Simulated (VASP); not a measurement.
Write the native input for VASP 6.6.1 that does the following.

- Task: relaxation of cell and atoms
- Functional: r2SCAN
- Potentials or basis: VASP PAW PBE potentials, release 64 (Zr_sv, H, Re)
- Cutoff: 600 eV
- k mesh: 5 × 5 × 3
- Occupations: fermi-dirac, width 0.1 eV
- Spin: no spin polarisation
- Dipole correction: no
- Further INCAR settings: ALGO = Normal; EDIFF = 1e-06; IBRION = 2; EDIFFG = -0.01; NSW = 60; ISIF = 3

ZrReH:

```
CELL_PARAMETERS angstrom
3.43639 0.00000 0.00000
0.00000 3.43639 0.00000
0.00000 0.00000 6.64322
ATOMIC_POSITIONS crystal
Zr 0.00000 0.50000 0.20000
Zr 0.50000 0.00000 0.80000
H 0.00000 0.00000 0.00000
H 0.50000 0.50000 0.00000
Re 0.00000 0.50000 0.70000
Re 0.50000 0.00000 0.30000
```

The input as run:

POSCAR

```
ZrReH
1.0
    3.4363944900      0.0000000000      0.0000000000
    0.0000000000      3.4363944900      0.0000000000
    0.0000000000      0.0000000000      6.6432233600
Zr H Re
2 2 2
Direct
    0.0000000000      0.5000000000      0.2000000000
    0.5000000000      0.0000000000      0.8000000000
    0.0000000000      0.0000000000      0.0000000000
    0.5000000000      0.5000000000      0.0000000000
    0.0000000000      0.5000000000      0.7000000000
    0.5000000000      0.0000000000      0.3000000000
```

INCAR.step1

```
SYSTEM = ZrReH
ALGO = Normal ; EDIFF = 1E-4
ENCUT = 600 ; GGA = PE
ISMEAR = -1 ; LASPH = .True.
LCHARG = .False. ; LREAL = .False.
LWAVE = .True. ; NELM = 80
PREC = Accurate ; SIGMA = 0.1
```

INCAR.step2

```
SYSTEM = ZrReH
ALGO = Normal ; EDIFF = 1E-6
EDIFFG = -0.01 ; ENCUT = 600
IBRION = 2 ; ISIF = 3
ISMEAR = -1 ; ISTART = 1
LASPH = .True. ; LCHARG = .False.
LMIXTAU = .True. ; LREAL = .False.
LWAVE = .False. ; METAGGA = R2SCAN
NELM = 80 ; NSW = 60
PREC = Accurate ; SIGMA = 0.1
```

KPOINTS

```
k-points
0
Gamma
  5 5 3
  0 0 0
```

Potentials or basis: VASP PAW PBE potentials, release 64 (Zr_sv, H, Re).

Command:

```console
$ cat potpaw_PBE.64/Zr_sv/POTCAR potpaw_PBE.64/H/POTCAR potpaw_PBE.64/Re/POTCAR > POTCAR
$ cp INCAR.step1 INCAR
$ mpirun -np 1 vasp_std > vasp.out
$ cp INCAR.step2 INCAR
$ mpirun -np 1 vasp_std > vasp.out
```

It gave:

The relaxed volume is 13.19 Å³/atom and the relaxed cell is a = 3.139 Å, b = 3.139 Å, c = 8.034 Å, α = 90.00°, β = 90.00°, γ = 90.00°. The space group after relaxing (to 0.05 Å) is P4/nmm (No. 129). The energy gained by relaxing is 1185.8 meV/atom and the ionic steps are 36. The pressure after relaxing is -0.1 GPa, the largest force after relaxing is 0.009 eV/Å and the band gap on the k mesh is zero (band 20 reaches 8.75 eV, above the bottom of band 21 at 8.34 eV).

Caveat: the k points lie up to 0.40 Å⁻¹ apart in the final cell; the PAW data sets were made with another functional, which shifts forces and pressure a little; spin-orbit coupling is left out, which moves the levels of the heavy elements.

Run time: 31 min on 1 thread of Intel(R) Xeon(R) 6975P-C (Granite Rapids) (shared host), peak memory 0.25 GiB.
